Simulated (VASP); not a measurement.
A run of VASP 6.6.1 is set up as follows.

INCAR

```
SYSTEM = SiF
PREC = Accurate
ENCUT = 520
EDIFF = 1E-6
ISMEAR = -1
SIGMA = 0.05
LREAL = .False.
LASPH = .True.
NELM = 60
ALGO = Normal
ISIF = 2
LWAVE = .False.
LCHARG = .False.
GGA = PE
NBANDS = 12
```

The input KPOINTS:

```
Automatic mesh
0
Gamma
  12 12 12
  0 0 0
```

Contents of POSCAR:

```
SiF
1.0
    1.3386000000      0.7728400000      3.8983100000
   -1.3386000000      0.7728400000      3.8983100000
    0.0000000000     -1.5456800000      3.8983100000
Si F
1 1
Direct
    0.5002550000      0.4945410000      0.5089140000
    0.0016540000      0.0163870000     -0.0155930000
```

Potentials or basis: VASP PAW PBE potentials, release 64 (Si, F).

Command:

```bash
$ cat potpaw_PBE.64/Si/POTCAR potpaw_PBE.64/F/POTCAR > POTCAR
$ mpirun -np 1 vasp_std > vasp.out
```

(1) Estimate the largest force.

(2) Estimate the pressure.

## Answers

(1) 0.106 eV/Å.

(2) 0.0 GPa.

Caveat: the cell differs from its parent crystal (atoms moved at random); an odd number of electrons without spin polarisation forces a metal; a magnetic or distorted state may lie lower.
